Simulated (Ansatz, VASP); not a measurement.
# One calculation of Ge32H19N, two programs

```
Ge H N
1.0
     8.00162    8.00162    0.00000
    -8.00162    8.00162    0.00000
     0.00000    0.00000   20.91290
Ge H N
32 19 1
Direct
  0.68597 0.31096 0.34222
  0.80677 0.67790 0.34273
  0.04395 0.94570 0.36433
  0.31204 0.18387 0.34266
  0.96620 0.53023 0.38282
  0.20391 0.79446 0.34964
  0.46663 0.03152 0.38290
  0.52911 0.46013 0.38319
  0.87709 0.38557 0.30300
  0.87812 0.86785 0.29958
  0.11963 0.11684 0.30308
  0.38451 0.37410 0.30196
  0.11398 0.61693 0.30339
  0.37962 0.88637 0.30284
  0.61445 0.11870 0.30366
  0.61369 0.61015 0.30473
  0.99832 0.25152 0.23492
  0.00339 0.74545 0.22879
  0.25160 0.99993 0.22967
  0.50210 0.24796 0.22845
  0.25006 0.49830 0.23536
  0.49960 0.75063 0.23547
  0.74919 0.99950 0.23464
  0.74993 0.50116 0.22896
  0.87500 0.12500 0.16446
  0.87500 0.62500 0.16446
  0.12500 0.87500 0.16446
  0.37500 0.12500 0.16446
  0.12500 0.37500 0.16446
  0.37500 0.62500 0.16446
  0.62500 0.87500 0.16446
  0.62500 0.37500 0.16446
  0.95102 0.04898 0.11954
  0.79898 0.20102 0.11954
  0.95102 0.54898 0.11954
  0.79898 0.70102 0.11954
  0.20102 0.79898 0.11954
  0.04898 0.95102 0.11954
  0.45102 0.04898 0.11954
  0.29898 0.20102 0.11954
  0.20102 0.29898 0.11954
  0.04898 0.45102 0.11954
  0.45102 0.54898 0.11954
  0.29898 0.70102 0.11954
  0.70102 0.79898 0.11954
  0.54898 0.95102 0.11954
  0.70102 0.29898 0.11954
  0.54898 0.45102 0.11954
  0.10055 0.89637 0.43759
  0.27728 0.83469 0.46405
  0.17924 0.72550 0.46714
  0.20146 0.80202 0.44401
```

Alike in both runs: task single point; functional revPBE; dispersion D3(BJ); k mesh 1 × 1 × 1; occupations gaussian, width 0.03 eV; no spin polarisation.

|  | VASP | Ansatz |
| --- | --- | --- |
| version | VASP 6.6.1 | Ansatz 0.2.0 |
| potentials or method | VASP PAW PBE potentials, release 64 (Ge_d, H, N) | scalar-relativistic, plane waves, PAW |
| plane-wave cutoff (eV) | 520 | 420 |
| valence electrons in the cell | 472 | 472 |

|  | VASP | Ansatz | Ansatz less VASP |
| --- | --- | --- | --- |
| rms of the force components (eV/Å) | 0.126 | 0.125 | -0.0017 |

VASP's potentials were made for PBE, not for revPBE. Ansatz's warnings: dispersion switch in reach.
